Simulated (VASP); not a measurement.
# SnO2 (P4_2/mnm) in VASP: a series of runs

SnO2 is run at these levels: PBE, r2SCAN; tasks: single point.

All numbers are computed with VASP 6.6.1; they aren't measurements. Logs are shortened: lines on timing, memory, paths and dates and some standing lists are left out, and cuts for length are marked.

### 1 The cell of the first run

The structure is tetragonal, space group P4_2/mnm (No. 136). Conventional cell: a = 4.827 Å, b = 4.827 Å, c = 3.238 Å, α = 90.00°, β = 90.00°, γ = 90.00°. Within 2.8 Å of Sn (site symmetry mmm) lie 6 O at 2.09 Å. Within 2.8 Å of O (site symmetry m2m) lie 3 Sn at 2.09 Å and 1 O at 2.64 Å.

### 2 Single point, PBE

INCAR reads:

```
ALGO = Normal
EDIFF = 1E-6
ENCUT = 520
GGA = PE
ISIF = 2
ISMEAR = -1
LASPH = True
LCHARG = True
LELF = True
LREAL = False
LVHAR = True
LWAVE = False
NBANDS = 35
NELM = 60
PREC = Accurate
SIGMA = 0.02
```

KPOINTS reads:

```
k-points
0
Gamma
  6 6 8
```

POSCAR reads:

```
SnO2
1.0
    4.8274209106      0.0000000000      0.0000000000
    0.0000000000      4.8274209106      0.0000000000
    0.0000000000      0.0000000000      3.2381129378
Sn O
2 4
Direct
    0.0000000000      0.0000000000      0.0000000000
    0.5000000000      0.5000000000      0.5000000000
    0.3065852470      0.3065852470      0.0000000000
    0.1934147530      0.8065852470      0.5000000000
    0.8065852470      0.1934147530      0.5000000000
    0.6934147530      0.6934147530      0.0000000000
```

Potentials or basis: VASP PAW PBE potentials, release 64 (Sn_d, O).

On the command line:

```console
cat potpaw_PBE.64/Sn_d/POTCAR potpaw_PBE.64/O/POTCAR > POTCAR
mpirun -np 1 vasp_std > vasp.out
```

OUTCAR:

```text
EDIFF = 1E-6
   ENCUT = 520
   GGA = PE
   ISIF = 2
   ISMEAR = -1
   LASPH = True
   LREAL = False
   NELM = 60
   PREC = Accurate

 ion  position               nearest neighbor table
   1  0.000  0.000  0.000-   4 2.09   5 2.09   4 2.09   5 2.09   3 2.09   6 2.09
   2  0.500  0.500  0.500-   3 2.09   6 2.09   3 2.09   6 2.09   5 2.09   4 2.09
   3  0.307  0.307  0.000-   2 2.09   2 2.09   1 2.09
   4  0.193  0.807  0.500-   1 2.09   1 2.09   2 2.09
   5  0.807  0.193  0.500-   1 2.09   1 2.09   2 2.09
   6  0.693  0.693  0.000-   2 2.09   2 2.09   1 2.09

  LATTYP: Found a simple tetragonal cell.
 ALAT       =     4.8274209106
 C/A-ratio  =     0.6707749330

  Lattice vectors:

 A1 = (   4.8274209106,   0.0000000000,   0.0000000000)
 A2 = (   0.0000000000,   4.8274209106,   0.0000000000)
 A3 = (   0.0000000000,   0.0000000000,   3.2381129378)

Analysis of symmetry for initial positions (statically):
=====================================================================
 Subroutine PRICEL returns:
 Original cell was already a primitive cell.

 Routine SETGRP: Setting up the symmetry group for a
 simple tetragonal supercell.

 Subroutine GETGRP returns: Found 16 space group operations
 (whereof  8 operations were pure point group operations)
 out of a pool of 16 trial point group operations.

The static configuration has the point symmetry D_2h.
 The point group associated with its full space group is D_4h.

Analysis of symmetry for dynamics (positions and initial velocities):
=====================================================================
 Subroutine PRICEL returns:
 Original cell was already a primitive cell.

 Routine SETGRP: Setting up the symmetry group for a
 simple tetragonal supercell.

 Subroutine GETGRP returns: Found 16 space group operations
 (whereof  8 operations were pure point group operations)
 out of a pool of 16 trial point group operations.

The dynamic configuration has the point symmetry D_2h.
 The point group associated with its full space group is D_4h.

 Subroutine INISYM returns: Found 16 space group operations
 (whereof  8 operations are pure point group operations),
 and found     1 'primitive' translations

----------------------------------------------------------------------------------------

                                     Primitive cell

  volume of cell :      75.4610

  direct lattice vectors                    reciprocal lattice vectors
     4.827420911  0.000000000  0.000000000     0.207149950  0.000000000  0.000000000
     0.000000000  4.827420911  0.000000000     0.000000000  0.207149950  0.000000000
     0.000000000  0.000000000  3.238112938     0.000000000  0.000000000  0.308821841

  length of vectors
     4.827420911  4.827420911  3.238112938     0.207149950  0.207149950  0.308821841

  position of ions in fractional coordinates (direct lattice)
     0.000000000  0.000000000  0.000000000
     0.500000000  0.500000000  0.500000000
     0.306585247  0.306585247  0.000000000
     0.193414753  0.806585247  0.500000000
     0.806585247  0.193414753  0.500000000
     0.693414753  0.693414753  0.000000000

  ion indices of the primitive-cell ions
   primitive index   ion index
                 1           1
                 2           2
                 3           3
                 4           4
                 5           5
                 6           6

----------------------------------------------------------------------------------------

 KPOINTS: k-points

Automatic generation of k-mesh.
 Grid dimensions read from file:
 generate k-points for:    6    6    8

 Generating k-lattice:

  Cartesian coordinates                     Fractional coordinates (reciprocal lattice)
     0.034524992  0.000000000  0.000000000     0.166666667  0.000000000  0.000000000
     0.000000000  0.034524992  0.000000000     0.000000000  0.166666667  0.000000000
     0.000000000  0.000000000  0.038602730     0.000000000  0.000000000  0.125000000

  Length of vectors
     0.034524992  0.034524992  0.038602730

  Shift w.r.t. Gamma in fractional coordinates (k-lattice)
     0.000000000  0.000000000  0.000000000

 Subroutine IBZKPT returns following result:
 ===========================================

 Found     50 irreducible k-points:

 Following reciprocal coordinates:
            Coordinates               Weight
  0.000000  0.000000  0.000000      1.000000
  0.166667  0.000000  0.000000      4.000000
  0.333333  0.000000  0.000000      4.000000
  0.500000  0.000000  0.000000      2.000000
  0.166667  0.166667  0.000000      4.000000
  0.333333  0.166667  0.000000      8.000000
[... 16 lines left out ...]
  0.333333  0.000000  0.250000      8.000000
  0.500000  0.000000  0.250000      4.000000
 [... further k-points ...]
   k-points           NKPTS =     50   k-points in BZ     NKDIM =     50   number of bands    NBANDS=     35
   number of dos      NEDOS =    301   number of ions     NIONS =      6
   total plane-waves  NPLWV =  31104
   dimension x,y,z NGX =    36 NGY =   36 NGZ =   24
   dimension x,y,z NGXF=    72 NGYF=   72 NGZF=   48
   ions per type =               2   4
   NGX,Y,Z   is equivalent  to a cutoff of  12.40, 12.40, 12.32 a.u.
   NGXF,Y,Z  is equivalent  to a cutoff of  24.80, 24.80, 24.64 a.u.
 SYSTEM =  unknown system
   PREC   = accura    normal or accurate (medium, high low for compatibility)
   ISTART =      0    job   : 0-new  1-cont  2-samecut
   ICHARG =      2    charge: 1-file 2-atom 10-const
   ISPIN  =      1    spin polarized calculation?
   LNONCOLLINEAR =      F non collinear calculations
   LSORBIT =      F    spin-orbit coupling
   LASPH  =      T    aspherical Exc in radial PAW
   ENCUT  =  520.0 eV  38.22 Ry    6.18 a.u.   8.98  8.98  6.02*2*pi/ulx,y,z
   NELM   =     60;   NELMIN=  2; NELMDL= -5     # of ELM steps
   EDIFF  = 0.1E-05   stopping-criterion for ELM
   LREAL  =      F    real-space projection
   EDIFFG = 0.1E-04   stopping-criterion for IOM
   NSW    =      0    number of steps for IOM
   IBRION =     -1    ionic relax: 0-MD 1-quasi-New 2-CG
   NFREE  =      0    steps in history (QN), initial steepest desc. (CG)
   ISIF   =      2    stress and relaxation
   ISYM   =      2    0-nonsym 1-usesym 2-fastsym
   POTIM  = 0.5000    time-step for ionic-motion
   TEBEG  =    0.0;   TEEND  =   0.0 temperature during run
   PSTRESS=    0.0 pullay stress
   NELECT =      52.0000    total number of electrons
   NUPDOWN=      -1.0000    fix difference up-down
   EMIN   =  10.00;   EMAX   =-10.00  energy-range for DOS
   EFERMI =   0.00;   METHOD = LEGACY
   ISMEAR =    -1;   SIGMA  =   0.02  broadening in eV -4-tet -1-fermi 0-gaus
   EFERMI_NEDOS =   21; number of points for ismear=-14 and -15
   IALGO  =     38    algorithm
   IMIX   =      4    mixing-type and parameters
     AMIX     =   0.40;   BMIX     =  1.00
     AMIX_MAG =   1.60;   BMIX_MAG =  1.00
  volume/ion in A,a.u.               =      12.58        84.87
  Fermi-wavevector in a.u.,A,eV,Ry     =   1.446001  2.732545 28.448667  2.090918
  Thomas-Fermi vector in A             =   2.564119
   LORBIT       =      0    0 simple, 1 ext, 2 COOP (PROOUT), +10 PAW based schemes
   GGA     = PE    functional components
   LHFCALC =     F    Hartree Fock is set to
   AEXX    =    0.0000 exact exchange contribution
   IVDW    =     0    specifies the selected vdW correction
   LEPSILON=     F    determine dielectric tensor
   LRPA    =     F    only Hartree local field effects (RPA)
 non-spin polarized calculation
  energy-cutoff  :      520.00
  volume of cell :       75.46
 maximum number of plane-waves:      2068
 NGX is ok and might be reduce to    36
   NGX = 17   NGY = 17   NGZ = 13

 number of electron      52.0000002 magnetization

 Free energy of the ion-electron system (eV)
  ---------------------------------------------------
  ext. energy  EPLUGINS =         0.00000000
  ---------------------------------------------------
  free energy    TOTEN  =       -37.31098050 eV

  energy without entropy =      -37.31098050  energy(sigma->0) =      -37.31098050

 E-fermi :   5.8686     XC(G=0): -10.9760

 val. band max:        5.5314242146   @ k =   0.0000   0.0000   0.0000
 cond. band min:       6.2006997135   @ k =   0.0000   0.0000   0.0000
 fundamental gap:      0.6692754989
 Fermi energy:         5.8685894849

 k-point     1 :       0.0000    0.0000    0.0000
  band No.  band energies     occupation
      1     -15.5040      2.00000
      2     -14.8398      2.00000
      3     -14.6465      2.00000
      4     -14.6193      2.00000
      5     -14.6193      2.00000
      6     -14.5535      2.00000
[... 27 lines left out ...]
     34      17.0134      0.00000
     35      17.7914      0.00000

 k-point     2 :       0.1667    0.0000    0.0000
  band No.  band energies     occupation
      1     -15.4667      2.00000
      2     -14.8817      2.00000
      3     -14.6457      2.00000
      4     -14.6178      2.00000
      5     -14.6177      2.00000
      6     -14.5820      2.00000
[... 27 lines left out ...]
     34      17.1149      0.00000
     35      17.7884      0.00000

 k-point     3 :       0.3333    0.0000    0.0000
  band No.  band energies     occupation
      1     -15.3587      2.00000
      2     -15.0149      2.00000
      3     -14.6430      2.00000
      4     -14.6199      2.00000
      5     -14.6148      2.00000
      6     -14.6146      2.00000
[... 27 lines left out ...]
     34      17.4764      0.00000
     35      17.7696      0.00000
[... 723 lines left out ...]
 k-point    23 :       0.3333    0.0000    0.2500
  band No.  band energies     occupation
      1     -15.2634      2.00000
      2     -15.1415      2.00000
      3     -14.8606      2.00000
      4     -14.6786      2.00000
      5     -14.5536      2.00000
      6     -14.5468      2.00000
[... 27 lines left out ...]
     34      17.4103      0.00000
     35      17.7427      0.00000

 k-point    24 :       0.5000    0.0000    0.2500
  band No.  band energies     occupation
      1     -15.2206      2.00000
      2     -15.2206      2.00000
      3     -14.7560      2.00000
      4     -14.7560      2.00000
      5     -14.5492      2.00000
      6     -14.5492      2.00000
[... 27 lines left out ...]
     34      17.5180      0.00000
     35      17.8005      0.00000

 [... further k-points ...]
[... 5 lines left out ...]
  --------------------------------------------------------------------------------------
  -------------------------------------------------------------------------------------
  Total        0.2431642      0.2431642      0.3818800     -0.0000000      0.0000000      0.0000000
  in kB        5.1628312      5.1628312      8.1080263     -0.0000000      0.0000000      0.0000000
  external PRESSURE =       6.1445629 kB  Pullay stress =       0.0000000 kB

 VOLUME and BASIS-vectors are now :
 -----------------------------------------------------------------------------
  energy-cutoff  :      520.00
  volume of cell :       75.46
      direct lattice vectors                 reciprocal lattice vectors
     4.827420911  0.000000000  0.000000000     0.207149950  0.000000000  0.000000000
     0.000000000  4.827420911  0.000000000     0.000000000  0.207149950  0.000000000
     0.000000000  0.000000000  3.238112938     0.000000000  0.000000000  0.308821841

 POSITION                                       TOTAL-FORCE (eV/Angst)
 -----------------------------------------------------------------------------------
      0.00000      0.00000      0.00000         0.000000     -0.000000      0.000000
      2.41371      2.41371      1.61906         0.000000     -0.000000      0.000000
      1.48002      1.48002      0.00000        -0.012476     -0.012476      0.000000
      0.93369      3.89373      1.61906         0.012476     -0.012476      0.000000
      3.89373      0.93369      1.61906        -0.012476      0.012476      0.000000
      3.34740      3.34740      0.00000         0.012476      0.012476      0.000000
 -----------------------------------------------------------------------------------
    total drift:                               -0.000000      0.000000      0.000000

  FREE ENERGIE OF THE ION-ELECTRON SYSTEM (eV)
  ---------------------------------------------------
  free  energy   TOTEN  =       -37.3109804971 eV

  energy  without entropy=      -37.3109804968  energy(sigma->0) =      -37.31098050
```

Run time: 38 s. Hardware: 1 thread of Intel Xeon 6975P-C (Granite Rapids), shared host; peak memory 0.24 GiB.

What came out:

```yaml
Free_energy: -37.3110 eV
Pressure: 0.6 GPa
Largest_force: 0.018 eV/Å
Band_gap_on_the_k_mesh: 0.67 eV, direct
```

Forces in eV/Å, atoms in the order of the input:
```
Sn   0.000  0.000  0.000
Sn   0.000  0.000  0.000
O   -0.012 -0.012  0.000
O    0.012 -0.012  0.000
O   -0.012  0.012  0.000
O    0.012  0.012  0.000
```

Caveat: spin-orbit coupling is left out, which moves the levels of the heavy elements.

### 3 Single point, r2SCAN

This run uses another cell than the first one, of 12.09 Å³/atom, 0.961 times its volume.

POSCAR reads:

```
SnO2
1.0
    4.7605761372      0.0000000000      0.0000000000
    0.0000000000      4.7605761372      0.0000000000
    0.0000000000      0.0000000000      3.2000777157
Sn O
2 4
Direct
    0.0000000000      0.0000000000      0.0000000000
    0.5000000000      0.5000000000      0.5000000000
    0.3058781046      0.3058781046      0.0000000000
    0.1941218954      0.8058781046      0.5000000000
    0.8058781046      0.1941218954      0.5000000000
    0.6941218954      0.6941218954      0.0000000000
```

INCAR.step1 reads:

```
PREC = Accurate
ENCUT = 520
ISMEAR = 0
SIGMA = 0.01
LREAL = F
LASPH = T
NELM = 100
NBANDS = 35
GGA = PE
ALGO = Normal
EDIFF = 1E-4
LWAVE = T
LCHARG = F
```

INCAR.step2 reads:

```
PREC = Accurate
ENCUT = 520
EDIFF = 1E-6
ISMEAR = 0
SIGMA = 0.01
LREAL = F
LASPH = T
NELM = 100
ALGO = Normal
ISIF = 2
LWAVE = F
LCHARG = F
METAGGA = R2SCAN
LMIXTAU = T
NBANDS = 35
ISTART = 1
```

KPOINTS reads:

```
Automatic mesh
0
Gamma
  6 6 8
```

Potentials or basis: VASP PAW PBE potentials, release 64 (Sn_d, O).

On the command line:

```console
cat potpaw_PBE.64/Sn_d/POTCAR potpaw_PBE.64/O/POTCAR > POTCAR
cp INCAR.step1 INCAR
mpirun -np 1 vasp_std > vasp.out
cp INCAR.step2 INCAR
mpirun -np 1 vasp_std > vasp.out
```

It took 2.2 min on 1 thread of Intel Xeon 6975P-C (Granite Rapids), shared host; peak memory 0.24 GiB.

It converged, with:

```yaml
Free_energy: -84.6296 eV
Pressure: 1.1 GPa
Largest_force: 0.024 eV/Å
Band_gap_on_the_k_mesh: 1.79 eV, direct
```

Forces in eV/Å, atoms in the order of the input:
```
Sn   0.000  0.000  0.000
Sn   0.000  0.000  0.000
O   -0.017 -0.017  0.000
O    0.017 -0.017  0.000
O   -0.017  0.017  0.000
O    0.017  0.017  0.000
```

Stress tensor (GPa, compression positive):
```
0.90 0.00 0.00
0.00 0.90 0.00
0.00 0.00 1.48
```

Levels at points of the mesh, in eV from the valence-band top:
```csv
k point,band 23,band 24,band 25,band 26,band 27,band 28,band 29,band 30
"(0.00, 0.00, 0.00)",-1.22,-0.78,-0.78,0.00,1.79,6.82,7.05,7.05
"(0.50, 0.00, 0.00)",-1.17,-1.17,-0.62,-0.62,5.00,5.00,7.81,7.81
"(0.50, 0.50, 0.00)",-1.30,-1.30,-0.92,-0.92,5.45,5.45,8.22,8.22
"(0.00, 0.00, 0.50)",-1.67,-1.67,-1.27,-1.27,6.87,6.87,10.53,10.53
"(0.50, 0.00, 0.50)",-1.11,-1.11,-0.69,-0.69,7.15,7.15,8.85,8.85
"(0.50, 0.50, 0.50)",-0.96,-0.96,-0.85,-0.85,5.52,5.52,9.65,9.65
```

Caveat: the PAW data sets were made with another functional, which shifts forces and pressure a little; spin-orbit coupling is left out, which moves the levels of the heavy elements. r2SCAN opens gaps a little over a GGA but as a rule still falls short of measured ones.
